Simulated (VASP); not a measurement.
# Hg in VASP: single point with PBE

Aim: the single point of Hg with PBE.

Program: VASP 6.6.1. These are calculated values, not measurements. Logs are shortened: lines on timing, memory, paths and dates and some standing lists are left out, and cuts for length are marked.

## Step 1: The cell of the first run

The cell holds a slab with vacuum, 4 atoms: a = 3.029 Å, b = 3.029 Å, c = 29.119 Å, α = 90.00°, β = 90.00°, γ = 84.97°.

## Step 2: Single point, PBE

File INCAR:

```
SYSTEM = Hg
  ALGO = Normal
  DIPOL = 0.5 0.5 0.503
  EDIFF = 1E-6
  ENCUT = 400
  GGA = PE
  GGA_COMPAT = .False.
  IDIPOL = 3
  ISIF = 2
  ISMEAR = 0
  LASPH = .True.
  LCHARG = .False.
  LDIPOL = .True.
  LREAL = .False.
  LWAVE = .False.
  NBANDS = 32
  NELM = 120
  NELMDL = -8
  PREC = Accurate
  SIGMA = 0.1
```

File KPOINTS:

```
k-points
0
Gamma
  19 19 1
  0 0 0
```

File POSCAR:

```
Hg
1.0
    3.0292220100      0.0000000000      0.0000000000
    0.2657824200      3.0175396800      0.0000000000
    0.0000000000      0.0000000000     29.1194022788
Hg
4
Direct
    0.6170788505      0.6170788495      0.3434136424
    0.6951314206      0.6951314194      0.4478045475
    0.7774674887      0.7774674873      0.5546122127
    0.8612219670      0.8612219655      0.6656424789
```

Potentials or basis: VASP PAW PBE potentials, release 64 (Hg).

The run is started by

```sh
> cat potpaw_PBE.64/Hg/POTCAR > POTCAR
> mpirun -np 1 vasp_std > vasp.out
```

OUTCAR:

```text
SYSTEM = Hg
   EDIFF = 1E-6
   ENCUT = 400
   GGA = PE
   ISIF = 2
   ISMEAR = 0
   LASPH = .True.
   LREAL = .False.
   NELM = 120
   NELMDL = -8
   PREC = Accurate

 ion  position               nearest neighbor table
   1  0.617  0.617  0.343-   2 3.06
   2  0.695  0.695  0.448-   1 3.06   3 3.13
   3  0.777  0.777  0.555-   2 3.13   4 3.25
   4  0.861  0.861  0.666-   3 3.25

  LATTYP: Found a base centered orthorhombic cell.
 ALAT       =     4.0917165210
 B/A-ratio  =     1.0919506566
 C/A-ratio  =     7.1166714824

  Lattice vectors:

 A1 = (  -0.2657824200,  -3.0175396800,   0.0000000000)
 A2 = (   3.0292220100,   0.0000000000,   0.0000000000)
 A3 = (   0.0000000000,   0.0000000000,  29.1194022788)

Analysis of symmetry for initial positions (statically):
=====================================================================
 Subroutine PRICEL returns:
 Original cell was already a primitive cell.

 Routine SETGRP: Setting up the symmetry group for a
 base centered orthorhombic supercell.

 Subroutine GETGRP returns: Found  2 space group operations
 (whereof  2 operations were pure point group operations)
 out of a pool of  8 trial point group operations.

The static configuration has the point symmetry C_1h.

Analysis of symmetry for dynamics (positions and initial velocities):
=====================================================================
 Subroutine PRICEL returns:
 Original cell was already a primitive cell.

 Routine SETGRP: Setting up the symmetry group for a
 base centered orthorhombic supercell.

 Subroutine GETGRP returns: Found  2 space group operations
 (whereof  2 operations were pure point group operations)
 out of a pool of  8 trial point group operations.

The dynamic configuration has the point symmetry C_1h.

 Subroutine INISYM returns: Found  2 space group operations
 (whereof  2 operations are pure point group operations),
 and found     1 'primitive' translations

----------------------------------------------------------------------------------------

                                     Primitive cell

  volume of cell :     266.1746

  direct lattice vectors                    reciprocal lattice vectors
     3.029222010  0.000000000  0.000000000     0.330117765 -0.029076502  0.000000000
     0.265782420  3.017539680  0.000000000     0.000000000  0.331395808  0.000000000
     0.000000000  0.000000000 29.119402279     0.000000000  0.000000000  0.034341364

  length of vectors
     3.029222010  3.029222015 29.119402279     0.331395808  0.331395808  0.034341364

  position of ions in fractional coordinates (direct lattice)
     0.617078851  0.617078849  0.343413642
     0.695131421  0.695131419  0.447804547
     0.777467489  0.777467487  0.554612213
     0.861221967  0.861221966  0.665642479

  ion indices of the primitive-cell ions
   primitive index   ion index
                 1           1
                 2           2
                 3           3
                 4           4

----------------------------------------------------------------------------------------

 KPOINTS: k-points

Automatic generation of k-mesh.
 Grid dimensions read from file:
 generate k-points for:   19   19    1

 Generating k-lattice:

  Cartesian coordinates                     Fractional coordinates (reciprocal lattice)
     0.017374619 -0.001530342  0.000000000     0.052631579  0.000000000  0.000000000
     0.000000000  0.017441885  0.000000000     0.000000000  0.052631579  0.000000000
     0.000000000  0.000000000  0.034341364     0.000000000  0.000000000  1.000000000

  Length of vectors
     0.017441885  0.017441885  0.034341364

  Shift w.r.t. Gamma in fractional coordinates (k-lattice)
     0.000000000  0.000000000  0.000000000

 Subroutine IBZKPT returns following result:
 ===========================================

 Found    100 irreducible k-points:

 Following reciprocal coordinates:
            Coordinates               Weight
  0.000000  0.000000  0.000000      1.000000
  0.052632  0.000000  0.000000      4.000000
  0.105263  0.000000  0.000000      4.000000
  0.157895  0.000000  0.000000      4.000000
  0.210526  0.000000  0.000000      4.000000
  0.263158  0.000000  0.000000      4.000000
[... 16 lines left out ...]
 -0.315789  0.052632  0.000000      4.000000
 -0.263158  0.052632  0.000000      4.000000
 [... further k-points ...]
   k-points           NKPTS =    100   k-points in BZ     NKDIM =    100   number of bands    NBANDS=     32
   number of dos      NEDOS =    301   number of ions     NIONS =      4
   total plane-waves  NPLWV =  76800
   dimension x,y,z NGX =    20 NGY =   20 NGZ =  192
   dimension x,y,z NGXF=    40 NGYF=   40 NGZF=  384
   ions per type =               4
   NGX,Y,Z   is equivalent  to a cutoff of  10.98, 10.98, 10.96 a.u.
   NGXF,Y,Z  is equivalent  to a cutoff of  21.95, 21.95, 21.92 a.u.
 SYSTEM =  Hg
   PREC   = accura    normal or accurate (medium, high low for compatibility)
   ISTART =      0    job   : 0-new  1-cont  2-samecut
   ICHARG =      2    charge: 1-file 2-atom 10-const
   ISPIN  =      1    spin polarized calculation?
   LNONCOLLINEAR =      F non collinear calculations
   LSORBIT =      F    spin-orbit coupling
   LASPH  =      T    aspherical Exc in radial PAW
   ENCUT  =  400.0 eV  29.40 Ry    5.42 a.u.   4.94  4.94 47.49*2*pi/ulx,y,z
   NELM   =    120;   NELMIN=  2; NELMDL= -8     # of ELM steps
   EDIFF  = 0.1E-05   stopping-criterion for ELM
   LREAL  =      F    real-space projection
   EDIFFG = 0.1E-04   stopping-criterion for IOM
   NSW    =      0    number of steps for IOM
   IBRION =     -1    ionic relax: 0-MD 1-quasi-New 2-CG
   NFREE  =      0    steps in history (QN), initial steepest desc. (CG)
   ISIF   =      2    stress and relaxation
   ISYM   =      2    0-nonsym 1-usesym 2-fastsym
   POTIM  = 0.5000    time-step for ionic-motion
   TEBEG  =    0.0;   TEEND  =   0.0 temperature during run
   PSTRESS=    0.0 pullay stress
   NELECT =      48.0000    total number of electrons
   NUPDOWN=      -1.0000    fix difference up-down
   EMIN   =  10.00;   EMAX   =-10.00  energy-range for DOS
   EFERMI =   0.00;   METHOD = LEGACY
   ISMEAR =     0;   SIGMA  =   0.10  broadening in eV -4-tet -1-fermi 0-gaus
   EFERMI_NEDOS =   21; number of points for ismear=-14 and -15
   IALGO  =     38    algorithm
   IMIX   =      4    mixing-type and parameters
     AMIX     =   0.40;   BMIX     =  1.00
     AMIX_MAG =   1.60;   BMIX_MAG =  1.00
  volume/ion in A,a.u.               =      66.54       449.06
  Fermi-wavevector in a.u.,A,eV,Ry     =   0.924911  1.747827 11.639233  0.855460
  Thomas-Fermi vector in A             =   2.050708
   LORBIT       =      0    0 simple, 1 ext, 2 COOP (PROOUT), +10 PAW based schemes
   GGA     = PE    functional components
   LHFCALC =     F    Hartree Fock is set to
   AEXX    =    0.0000 exact exchange contribution
   IVDW    =     0    specifies the selected vdW correction
   LEPSILON=     F    determine dielectric tensor
   LRPA    =     F    only Hartree local field effects (RPA)
 non-spin polarized calculation
 Gauss-broadening in eV      SIGMA  =   0.10
  energy-cutoff  :      400.00
  volume of cell :      266.17
 maximum number of plane-waves:      4895
   NGX =  9   NGY =  9   NGZ = 95

 dipolmoment           0.000000      0.000000      0.026354 electrons x Angstroem

 number of electron      47.9999995 magnetization

 dipolmoment           0.000000      0.000000     -0.003722 electrons x Angstroem

 Free energy of the ion-electron system (eV)
  ---------------------------------------------------
  ext. energy  EPLUGINS =         0.00000000
  ---------------------------------------------------
  free energy    TOTEN  =        -0.49102855 eV

  energy without entropy =       -0.48506381  energy(sigma->0) =       -0.48804618

 E-fermi :  -1.6979     XC(G=0):  -4.5862

 val. band max:       -1.7090665826   @ k =   0.4211   0.4211   0.0000
 cond. band min:      -1.6938986035   @ k =  -0.4737   0.2105   0.0000
 fundamental gap:      0.0151679791
 Fermi energy:        -1.6978739803

 k-point     1 :       0.0000    0.0000    0.0000
  band No.  band energies     occupation
      1      -9.5987      2.00000
      2      -9.4594      2.00000
      3      -9.4118      2.00000
      4      -9.3837      2.00000
      5      -9.3347      2.00000
      6      -9.3101      2.00000
[... 24 lines left out ...]
     31       3.6348      0.00000
     32       5.0992      0.00000

 k-point     2 :       0.0526    0.0000    0.0000
  band No.  band energies     occupation
      1      -9.5521      2.00000
      2      -9.4315      2.00000
      3      -9.3881      2.00000
      4      -9.3432      2.00000
      5      -9.3188      2.00000
      6      -9.2944      2.00000
[... 24 lines left out ...]
     31       3.6814      0.00000
     32       5.1499      0.00000

 k-point     3 :       0.1053    0.0000    0.0000
  band No.  band energies     occupation
      1      -9.4838      2.00000
      2      -9.3670      2.00000
      3      -9.3083      2.00000
      4      -9.2786      2.00000
      5      -9.2730      2.00000
      6      -9.1704      2.00000
[... 24 lines left out ...]
     31       3.8204      0.00000
     32       5.2981      0.00000

 k-point     4 :       0.1579    0.0000    0.0000
  band No.  band energies     occupation
      1      -9.4397      2.00000
      2      -9.3374      2.00000
      3      -9.2727      2.00000
      4      -9.2497      2.00000
      5      -9.1009      2.00000
      6      -8.9219      2.00000
[... 24 lines left out ...]
     31       4.0487      0.00000
     32       5.2440      0.00000

 k-point     5 :       0.2105    0.0000    0.0000
  band No.  band energies     occupation
      1      -9.3982      2.00000
      2      -9.3027      2.00000
      3      -9.2399      2.00000
      4      -9.2173      2.00000
      5      -9.0335      2.00000
      6      -8.6668      2.00000
[... 584 lines left out ...]
     31       4.3013      0.00000
     32       5.1975      0.00000

 k-point    22 :      -0.3684    0.0526    0.0000
  band No.  band energies     occupation
      1      -9.2516      2.00000
      2      -9.1616      2.00000
      3      -9.1044      2.00000
      4      -9.0814      2.00000
      5      -8.9432      2.00000
      6      -8.8713      2.00000
[... 24 lines left out ...]
     31       3.7075      0.00000
     32       4.6538      0.00000

 k-point    23 :      -0.3158    0.0526    0.0000
  band No.  band energies     occupation
      1      -9.2793      2.00000
      2      -9.1892      2.00000
      3      -9.1304      2.00000
      4      -9.1075      2.00000
      5      -8.9169      2.00000
      6      -8.8215      2.00000
[... 24 lines left out ...]
     31       3.2994      0.00000
     32       4.1005      0.00000

 k-point    24 :      -0.2632    0.0526    0.0000
  band No.  band energies     occupation
      1      -9.3127      2.00000
      2      -9.2216      2.00000
      3      -9.1612      2.00000
      4      -9.1384      2.00000
      5      -8.9686      2.00000
      6      -8.6785      2.00000
[... 24 lines left out ...]
     31       3.7198      0.00000
     32       3.8145      0.00000

 [... further k-points ...]

------------------------ aborting loop because EDIFF is reached ----------------------------------------

 vacuum level on the upper side and lower side of the slab       (xc-potential included)        -0.147        -0.004

  FORCE on cell =-STRESS in cart. coord.  units (eV):
  Direction    XX          YY          ZZ          XY          YZ          ZX
  --------------------------------------------------------------------------------------
  -------------------------------------------------------------------------------------
  Total        0.8091239      0.8111966      0.5985065     -0.0117663      0.0436358      0.0476481
  in kB        4.8703376      4.8828140      3.6025737     -0.0708247      0.2626558      0.2868070
  external PRESSURE =       4.4519084 kB  Pullay stress =       0.0000000 kB

 VOLUME and BASIS-vectors are now :
 -----------------------------------------------------------------------------
  energy-cutoff  :      400.00
  volume of cell :      266.17
      direct lattice vectors                 reciprocal lattice vectors
     3.029222010  0.000000000  0.000000000     0.330117765 -0.029076502  0.000000000
     0.265782420  3.017539680  0.000000000     0.000000000  0.331395808  0.000000000
     0.000000000  0.000000000 29.119402279     0.000000000  0.000000000  0.034341364

 POSITION                                       TOTAL-FORCE (eV/Angst)
 -----------------------------------------------------------------------------------
      2.03328      1.86206     10.00000        -0.011830     -0.010834     -0.178290
      2.29046      2.09759     13.03980         0.009339      0.008553      0.128305
      2.56176      2.34604     16.14998         0.001957      0.001793      0.059121
      2.83773      2.59877     19.38311         0.000534      0.000489     -0.009136
 -----------------------------------------------------------------------------------
    total drift:                                0.000057      0.000057      0.000316

  FREE ENERGIE OF THE ION-ELECTRON SYSTEM (eV)
  ---------------------------------------------------
  free  energy   TOTEN  =        -0.4910285507 eV

  energy  without entropy=       -0.4850638149  energy(sigma->0) =       -0.48804618

 vacuum level on the upper side and lower side of the slab         2.369         2.460
```

Wall time 12 min (1 thread of Intel Xeon Platinum 8259CL at 2.50GHz (Skylake/Cascade Lake), shared host); peak memory 0.54 GiB.

What came out:

| Property | Result |
| --- | --- |
| Free energy | -0.4910 eV |
| Largest force | 0.179 eV/Å |
| Band gap on the k mesh | zero (bands 24 and 25 overlap by 2.74 eV) |

Forces in eV/Å, atoms in the order of the input:
```
Hg  -0.012 -0.011 -0.178
Hg   0.009  0.009  0.128
Hg   0.002  0.002  0.059
Hg   0.001  0.000 -0.009
```

Levels at points of the mesh, in eV from the Fermi level:
```
           k point  band 21  band 22  band 23  band 24  band 25  band 26  band 27  band 28
(0.00, 0.00, 0.00)    -5.77    -5.74    -5.46    -4.02    -0.83     1.01     3.00     4.05
```

Caveat: spin-orbit coupling is left out, which moves the levels of the heavy elements.
